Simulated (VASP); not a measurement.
# Si3H2C4 in VASP: a series of runs, part 2 of 2

VASP 6.6.1. The steps go on from the part before.

## Step 3: Single point, LDA

The input, INCAR:

```
PREC     = Accurate       # precision mode
ENCUT    = 520            # plane-wave cutoff, eV
EDIFF    = 1E-6           # SCF threshold, eV
ISMEAR   = 0              # smearing method
SIGMA    = 0.05           # smearing width, eV
LREAL    = Auto         
LASPH    = T              # aspherical terms in the spheres
NELM     = 60             # most SCF steps
ALGO     = Normal         # electronic algorithm
ISIF     = 2              # what is computed and relaxed
LWAVE    = F              # write WAVECAR
LCHARG   = F              # write CHGCAR
LDIPOL   = T            
IDIPOL   = 3            
DIPOL    = 0.5 0.5 0.350
GGA      = CA             # functional
NBANDS   = 45             # bands
```

The input, KPOINTS:

```
Automatic mesh
0
Gamma
  4 8 1
```

The input, POSCAR:

```
Si3H2C4
1.0
    6.1223116280      0.0000000000      0.0000000000
    0.0000000000      3.0611558140      0.0000000000
    0.0000000000      0.0000000000     19.9960979072
C Si H
8 6 4
Direct
    0.5000000000      0.5000000000      0.2326656844
    0.0000000000      0.5000000000      0.2326656844
    0.7500000000      0.0000000000      0.3409150060
    0.2500000000      0.0000000000      0.3409150060
   -0.0031134670      0.5000000000      0.4579166664
    0.5025573401      0.5000000000      0.4390350761
    0.3880009224      0.0000000000      0.5386765165
    0.6111934250      0.0000000000      0.5459779411
    0.2500000000      0.5000000000      0.2867903452
    0.7500000000      0.5000000000      0.2867903452
    0.5008275389      0.0000000000      0.3904242260
   -0.0017675998      0.0000000000      0.3985124419
    0.7214218307      0.5000000000      0.5051132729
    0.2731119656      0.5000000000      0.5012001027
    0.5000000000      0.2236746754      0.1987605550
    0.5000000000      0.7763253246      0.1987605550
    0.0000000000      0.7759774367      0.1986431602
    0.0000000000      0.2240225633      0.1986431602
```

Potentials or basis: VASP PAW LDA potentials, release 64 (C, Si, H).

Run with:

```bash
cat potpaw_LDA.64/C/POTCAR potpaw_LDA.64/Si/POTCAR potpaw_LDA.64/H/POTCAR > POTCAR
mpirun -np 1 vasp_std > vasp.out
```

OUTCAR:

```text
PREC = Accurate
   ENCUT = 520
   EDIFF = 1E-6
   ISMEAR = 0
   LREAL = Auto
   LASPH = T
   NELM = 60
   ISIF = 2
   GGA = CA

 ion  position               nearest neighbor table
   1  0.500  0.500  0.233-  15 1.08  16 1.08   9 1.87  10 1.87
   2  0.000  0.500  0.233-  17 1.08  18 1.08   9 1.87  10 1.87
   3  0.750  0.000  0.341-  11 1.82  10 1.87  10 1.87  12 1.91
   4  0.250  0.000  0.341-  11 1.83   9 1.87   9 1.87  12 1.92
   5  0.997  0.500  0.458-  14 1.90  13 1.93  12 1.94  12 1.94
   6  0.503  0.500  0.439-  11 1.81  11 1.81  14 1.88  13 1.88
   7  0.388  0.000  0.539-   8 1.37  14 1.84  14 1.84
   8  0.611  0.000  0.546-   7 1.37  13 1.86  13 1.86
   9  0.250  0.500  0.287-   4 1.87   4 1.87   1 1.87   2 1.87  11 3.00  11 3.00  10 3.06  10 3.06
                            12 3.12  12 3.12
  10  0.750  0.500  0.287-   3 1.87   3 1.87   1 1.87   2 1.87  11 2.99  11 2.99   9 3.06   9 3.06
                            12 3.11  12 3.11
  11  0.501  0.000  0.390-   6 1.81   6 1.81   3 1.82   4 1.83  10 2.99  10 2.99   9 3.00   9 3.00
                            14 3.03  14 3.03  12 3.05  13 3.07  13 3.07  12 3.08
  12  0.998  0.000  0.399-   3 1.91   4 1.92   5 1.94   5 1.94  11 3.05  14 3.06  14 3.06  11 3.08
                            10 3.11  10 3.11   9 3.12   9 3.12  13 3.12  13 3.12
  13  0.721  0.500  0.505-   8 1.86   8 1.86   6 1.88   5 1.93  14 2.75  11 3.07  11 3.07  12 3.12
                            12 3.12
  14  0.273  0.500  0.501-   7 1.84   7 1.84   6 1.88   5 1.90  13 2.75  11 3.03  11 3.03  12 3.06
                            12 3.06
  15  0.500  0.224  0.199-   1 1.08
  16  0.500  0.776  0.199-   1 1.08
  17  0.000  0.776  0.199-   2 1.08
  18  0.000  0.224  0.199-   2 1.08

  LATTYP: Found a simple orthorhombic cell.
 ALAT       =     3.0611558140
 B/A-ratio  =     2.0000000000
 C/A-ratio  =     6.5322051938

  Lattice vectors:

 A1 = (   0.0000000000,  -3.0611558140,   0.0000000000)
 A2 = (   6.1223116280,   0.0000000000,   0.0000000000)
 A3 = (   0.0000000000,   0.0000000000,  19.9960979072)

Analysis of symmetry for initial positions (statically):
=====================================================================
 Subroutine PRICEL returns:
 Original cell was already a primitive cell.

 Routine SETGRP: Setting up the symmetry group for a
 simple orthorhombic supercell.

 Subroutine GETGRP returns: Found  2 space group operations
 (whereof  2 operations were pure point group operations)
 out of a pool of  8 trial point group operations.

The static configuration has the point symmetry C_1h.

Analysis of symmetry for dynamics (positions and initial velocities):
=====================================================================
 Subroutine PRICEL returns:
 Original cell was already a primitive cell.

 Routine SETGRP: Setting up the symmetry group for a
 simple orthorhombic supercell.

 Subroutine GETGRP returns: Found  2 space group operations
 (whereof  2 operations were pure point group operations)
 out of a pool of  8 trial point group operations.

The dynamic configuration has the point symmetry C_1h.

 Subroutine INISYM returns: Found  2 space group operations
 (whereof  2 operations are pure point group operations),
 and found     1 'primitive' translations

[... 102 lines left out ...]
   dimension x,y,z NGXF=    96 NGYF=   48 NGZF=  300
   ions per type =               8   6   4
   NGX,Y,Z   is equivalent  to a cutoff of  13.03, 13.03, 12.47 a.u.
   NGXF,Y,Z  is equivalent  to a cutoff of  26.07, 26.07, 24.94 a.u.
 SYSTEM =  unknown system
   PREC   = accura    normal or accurate (medium, high low for compatibility)
   ISTART =      0    job   : 0-new  1-cont  2-samecut
   ICHARG =      2    charge: 1-file 2-atom 10-const
   ISPIN  =      1    spin polarized calculation?
   LNONCOLLINEAR =      F non collinear calculations
   LSORBIT =      F    spin-orbit coupling
   LASPH  =      T    aspherical Exc in radial PAW
   ENCUT  =  520.0 eV  38.22 Ry    6.18 a.u.  11.38  5.69 37.18*2*pi/ulx,y,z
   NELM   =     60;   NELMIN=  2; NELMDL= -5     # of ELM steps
   EDIFF  = 0.1E-05   stopping-criterion for ELM
   LREAL  =      T    real-space projection
   EDIFFG = 0.1E-04   stopping-criterion for IOM
   NSW    =      0    number of steps for IOM
   IBRION =     -1    ionic relax: 0-MD 1-quasi-New 2-CG
   NFREE  =      0    steps in history (QN), initial steepest desc. (CG)
   ISIF   =      2    stress and relaxation
   ISYM   =      2    0-nonsym 1-usesym 2-fastsym
   POTIM  = 0.5000    time-step for ionic-motion
   TEBEG  =    0.0;   TEEND  =   0.0 temperature during run
   PSTRESS=    0.0 pullay stress
   NELECT =      60.0000    total number of electrons
   NUPDOWN=      -1.0000    fix difference up-down
   EMIN   =  10.00;   EMAX   =-10.00  energy-range for DOS
   EFERMI =   0.00;   METHOD = LEGACY
   ISMEAR =     0;   SIGMA  =   0.05  broadening in eV -4-tet -1-fermi 0-gaus
   EFERMI_NEDOS =   21; number of points for ismear=-14 and -15
   IALGO  =     38    algorithm
   IMIX   =      4    mixing-type and parameters
     AMIX     =   0.40;   BMIX     =  1.00
     AMIX_MAG =   1.60;   BMIX_MAG =  1.00
  volume/ion in A,a.u.               =      20.82       140.50
  Fermi-wavevector in a.u.,A,eV,Ry     =   0.888948  1.679869 10.751721  0.790229
  Thomas-Fermi vector in A             =   2.010445
   LORBIT       =      0    0 simple, 1 ext, 2 COOP (PROOUT), +10 PAW based schemes
   GGA     = CA    functional components
   LHFCALC =     F    Hartree Fock is set to
   AEXX    =    0.0000 exact exchange contribution
   IVDW    =     0    specifies the selected vdW correction
   LEPSILON=     F    determine dielectric tensor
   LRPA    =     F    only Hartree local field effects (RPA)
 non-spin polarized calculation
 Gauss-broadening in eV      SIGMA  =   0.05
  energy-cutoff  :      520.00
  volume of cell :      374.75
 maximum number of plane-waves:     10115
 NGX is ok and might be reduce to    48
   NGX = 23   NGY = 11   NGZ = 75

 dipolmoment           0.000000      0.000000     -0.000099 electrons x Angstroem

 number of electron      60.0000001 magnetization

 dipolmoment           0.000000      0.000000      0.147799 electrons x Angstroem

 Free energy of the ion-electron system (eV)
  ---------------------------------------------------
  ext. energy  EPLUGINS =         0.00000000
  ---------------------------------------------------
  free energy    TOTEN  =      -129.47116502 eV

  energy without entropy =     -129.46978853  energy(sigma->0) =     -129.47047678

 E-fermi :   0.8115     XC(G=0):  -5.3527

 val. band max:        0.7792005605   @ k =   0.0000   0.5000   0.0000
 cond. band min:       0.8401849543   @ k =   0.5000   0.0000   0.0000
 fundamental gap:      0.0609843938
 Fermi energy:         0.8115416946

 k-point     1 :       0.0000    0.0000    0.0000
  band No.  band energies     occupation
      1     -15.9468      2.00000
      2     -14.9086      2.00000
      3     -13.5050      2.00000
      4     -12.5660      2.00000
      5     -12.3435      2.00000
      6     -12.3253      2.00000
[... 664 lines left out ...]
     41       5.9103      0.00000
     42       6.7917      0.00000
 [bands above 42 left out]

------------------------ aborting loop because EDIFF is reached ----------------------------------------

 vacuum level on the upper side and lower side of the slab       (xc-potential included)         0.546        -0.830

  FORCE on cell =-STRESS in cart. coord.  units (eV):
  Direction    XX          YY          ZZ          XY          YZ          ZX
  --------------------------------------------------------------------------------------
  -------------------------------------------------------------------------------------
  Total       -2.5459342     15.9244603      1.2236882      0.0000000      0.0000000     -0.0169406
  in kB      -10.8845790     68.0815105      5.2316086      0.0000000      0.0000000     -0.0724256
  external PRESSURE =      20.8095133 kB  Pullay stress =       0.0000000 kB

 VOLUME and BASIS-vectors are now :
 -----------------------------------------------------------------------------
  energy-cutoff  :      520.00
  volume of cell :      374.75
      direct lattice vectors                 reciprocal lattice vectors
     6.122311628  0.000000000  0.000000000     0.163336998  0.000000000  0.000000000
     0.000000000  3.061155814  0.000000000     0.000000000  0.326673995  0.000000000
     0.000000000  0.000000000 19.996097907     0.000000000  0.000000000  0.050009757

 POSITION                                       TOTAL-FORCE (eV/Angst)
 -----------------------------------------------------------------------------------
      3.06116      1.53058      4.65241         0.000964      0.000000      0.798292
      0.00000      1.53058      4.65241        -0.000101      0.000000      0.582923
      4.59173      0.00000      6.81697         1.085346      0.000000     -0.484737
      1.53058      0.00000      6.81697        -1.076630      0.000000     -0.222684
      6.10325      1.53058      9.15655         0.009506      0.000000      0.019535
      3.07681      1.53058      8.77899        -0.010285      0.000000     -0.016384
[... 10 lines left out ...]
      0.00000      2.37539      3.97209         0.001131      0.035144     -0.029467
      0.00000      0.68577      3.97209         0.001131     -0.035144     -0.029467
 -----------------------------------------------------------------------------------
    total drift:                               -0.002199      0.000000     -0.014163

  FREE ENERGIE OF THE ION-ELECTRON SYSTEM (eV)
  ---------------------------------------------------
  free  energy   TOTEN  =      -129.4711650249 eV

  energy  without entropy=     -129.4697885335  energy(sigma->0) =     -129.47047678

 vacuum level on the upper side and lower side of the slab         5.650         4.232
```

Wall time 3.7 min (1 thread of Intel Xeon 6975P-C (Granite Rapids), shared host); peak memory 0.42 GiB.

Results:

* Free energy: -129.4712 eV
* Largest force: 1.215 eV/Å
* Band gap on the k mesh: zero (band 30 reaches 0.84 eV, above the bottom of band 31 at 0.78 eV)

Forces on the atoms (eV/Å):
```
C    0.001  0.000  0.798
C    0.000  0.000  0.583
C    1.085  0.000 -0.485
C   -1.077  0.000 -0.223
C    0.010  0.000  0.020
C   -0.010  0.000 -0.016
C   -0.081  0.000  1.212
C    0.070  0.000 -0.516
Si  -0.496  0.000 -0.621
Si   0.497  0.000 -0.638
Si  -0.013  0.000  0.000
Si   0.008  0.000  0.000
Si   0.025  0.000 -0.003
Si  -0.020  0.000  0.002
H    0.000 -0.035 -0.027
H    0.000  0.035 -0.027
H    0.001  0.035 -0.029
H    0.001 -0.035 -0.029
```

Levels at points of the mesh, in eV from the Fermi level:
```
           k point  band 26  band 27  band 28  band 29  band 30  band 31  band 32  band 33  band 34  band 35
(0.00, 0.00, 0.00)    -2.16    -1.67    -1.51    -1.41    -0.19     0.91     1.27     2.73     2.91     3.48
(0.50, 0.00, 0.00)    -2.58    -1.94    -1.59    -1.48     0.03     0.84     2.40     2.98     3.27     3.46
(0.00, 0.50, 0.00)    -2.74    -2.25    -2.24    -2.13    -1.63    -0.03     1.52     2.84     3.18     3.68
(0.50, 0.50, 0.00)    -3.97    -3.42    -2.93    -2.59    -2.15     0.66     2.32     2.72     3.16     3.40
```

## Step 4: Single point, LDA

INCAR: that of step 3 with these lines changed.

```diff
@@ -7,3 +7,3 @@
 LASPH    = T              # aspherical terms in the spheres
-NELM     = 60             # most SCF steps
+NELM     = 100            # most SCF steps
 ALGO     = Normal         # electronic algorithm
@@ -14,4 +14,3 @@
 IDIPOL   = 3            
-DIPOL    = 0.5 0.5 0.350
-GGA      = CA             # functional
+DIPOL    = 0.5 0.5 0.351
 NBANDS   = 45             # bands
```

KPOINTS is that of step 3.

The input, POSCAR:

```
Si3H2C4
1.0
    6.1223116280      0.0000000000      0.0000000000
    0.0000000000      3.0611558140      0.0000000000
    0.0000000000      0.0000000000     19.9960979072
C Si H
8 6 4
Direct
    0.5000000000      0.5000000000      0.2326656844
    0.0000000000      0.5000000000      0.2326656844
    0.7500000000      0.0000000000      0.3409150060
    0.2500000000      0.0000000000      0.3409150060
   -0.0027894295      0.5000000000      0.4607211502
    0.5022267156      0.5000000000      0.4425721322
    0.3875564378      0.0000000000      0.5459779411
    0.6112557133      0.0000000000      0.5529292973
    0.2500000000      0.5000000000      0.2867903452
    0.7500000000      0.5000000000      0.2867903452
    0.5007267439      0.0000000000      0.3922831196
   -0.0016451957      0.0000000000      0.4001533845
    0.7206443033      0.5000000000      0.5094354829
    0.2742071085      0.5000000000      0.5056312220
    0.5000000000      0.2236746754      0.1987605550
    0.5000000000      0.7763253246      0.1987605550
    0.0000000000      0.7759774367      0.1986431602
    0.0000000000      0.2240225633      0.1986431602
```

Run with:

```bash
cat potpaw_LDA.64/C/POTCAR potpaw_LDA.64/Si/POTCAR potpaw_LDA.64/H/POTCAR > POTCAR
mpirun -np 1 vasp_std > vasp.out
```

Run time: 4.3 min. Hardware: 1 thread of Intel Xeon 6975P-C (Granite Rapids), shared host; peak memory 0.41 GiB.

It converged, with:

| Property | Result |
| --- | --- |
| Free energy | -129.4858 eV |
| Largest force | 1.099 eV/Å |
| Band gap on the k mesh | zero (band 30 reaches 1.01 eV, above the bottom of band 31 at 0.72 eV) |

Forces on the atoms (eV/Å):
```
C    0.001  0.000  0.795
C    0.000  0.000  0.600
C    0.881  0.000  0.068
C   -0.879  0.000  0.277
C    0.003  0.000  0.017
C   -0.006  0.000 -0.016
C   -0.077  0.000  0.532
C    0.073  0.000 -1.097
Si  -0.459  0.000 -0.520
Si   0.459  0.000 -0.536
Si   0.000  0.000 -0.002
Si   0.005  0.000 -0.001
Si   0.019  0.000 -0.002
Si  -0.020  0.000  0.001
H    0.000 -0.035 -0.030
H    0.000  0.035 -0.030
H    0.001  0.034 -0.028
H    0.001 -0.034 -0.028
```

Levels at points of the mesh, in eV from the Fermi level:
| k point | band 27 | band 28 | band 29 | band 30 | band 31 | band 32 | band 33 | band 34 |
| --- | --- | --- | --- | --- | --- | --- | --- | --- |
| (0.00, 0.00, 0.00) | -1.82 | -1.78 | -1.51 | -0.14 | 0.82 | 1.05 | 2.58 | 2.76 |
| (0.50, 0.00, 0.00) | -2.01 | -1.74 | -1.73 | 0.05 | 0.67 | 2.29 | 2.88 | 2.95 |
| (0.00, 0.50, 0.00) | -2.52 | -2.22 | -2.16 | -1.78 | -0.24 | 1.30 | 2.59 | 2.91 |
| (0.50, 0.50, 0.00) | -3.57 | -3.19 | -2.78 | -2.42 | 0.49 | 2.12 | 2.50 | 2.92 |

## Step 5: Single point, LDA

The input, INCAR:

```
ALGO = Normal
DIPOL = 0.5 0.5 0.352
EDIFF = 1E-6
ENCUT = 520
GGA = CA
IDIPOL = 3
ISIF = 2
ISMEAR = 0
LASPH = True
LCHARG = False
LDIPOL = True
LREAL = Auto
LWAVE = False
NBANDS = 45
NELM = 80
PREC = Accurate
SIGMA = 0.05
```

The input, KPOINTS:

```
k-points
0
Gamma
  4 8 1
```

The input, POSCAR:

```
Si3H2C4
1.0
    6.1223116280      0.0000000000      0.0000000000
    0.0000000000      3.0611558140      0.0000000000
    0.0000000000      0.0000000000     19.9960979072
C Si H
8 6 4
Direct
    0.5000000000      0.5000000000      0.2326656844
    0.0000000000      0.5000000000      0.2326656844
    0.7500000000      0.0000000000      0.3409150060
    0.2500000000      0.0000000000      0.3409150060
    0.0000233765      0.5000000000      0.4618260439
    0.5000197656      0.5000000000      0.4440472111
    0.3881283622      0.0000000000      0.5529292973
    0.6119363540      0.0000000000      0.5529292973
    0.2500000000      0.5000000000      0.2867903452
    0.7500000000      0.5000000000      0.2867903452
    0.5000053147      0.0000000000      0.3931136557
    0.0000050732      0.0000000000      0.4007323790
    0.7233363627      0.5000000000      0.5088473426
    0.2767184733      0.5000000000      0.5088478635
    0.5000000000      0.2236746754      0.1987605550
    0.5000000000      0.7763253246      0.1987605550
    0.0000000000      0.7759774367      0.1986431602
    0.0000000000      0.2240225633      0.1986431602
```

Run with:

```bash
cat potpaw_LDA.64/C/POTCAR potpaw_LDA.64/Si/POTCAR potpaw_LDA.64/H/POTCAR > POTCAR
mpirun -np 1 vasp_std > vasp.out
```

Run time: 4 min. Hardware: 1 thread of Intel Xeon 6975P-C (Granite Rapids), shared host; peak memory 0.41 GiB.

Results (log left out):

```
Free energy            : -129.4853 eV
Largest force          : 0.874 eV/Å
Band gap on the k mesh : zero (band 30 reaches 1.13 eV, above the bottom of band 31 at 0.66 eV)
```

Forces in eV/Å, atoms in the order of the input:
```
C    0.000  0.000  0.797
C    0.000  0.000  0.610
C    0.788  0.000  0.378
C   -0.787  0.000  0.379
C    0.000  0.000 -0.004
C    0.000  0.000 -0.014
C   -0.079  0.000 -0.520
C    0.079  0.000 -0.520
Si  -0.439  0.000 -0.500
Si   0.440  0.000 -0.500
Si   0.000  0.000 -0.006
Si   0.000  0.000  0.009
Si   0.016  0.000  0.004
Si  -0.017  0.000  0.004
H    0.000 -0.037 -0.031
H    0.000  0.037 -0.031
H    0.000  0.035 -0.027
H    0.000 -0.035 -0.027
```

Levels at points of the mesh, in eV from the Fermi level:
```
           k point  band 26  band 27  band 28  band 29  band 30  band 31  band 32  band 33  band 34  band 35
(0.00, 0.00, 0.00)    -2.16    -1.91    -1.88    -1.54    -0.06     0.84     0.94     2.52     2.71     3.22
(0.50, 0.00, 0.00)    -2.85    -2.04    -1.87    -1.79     0.12     0.64     2.26     2.83     2.85     3.23
(0.00, 0.50, 0.00)    -3.19    -2.64    -2.22    -2.19    -1.82    -0.34     1.22     2.54     2.77     3.28
(0.50, 0.50, 0.00)    -4.11    -3.64    -3.29    -2.88    -2.53     0.42     2.00     2.43     2.80     3.00
```
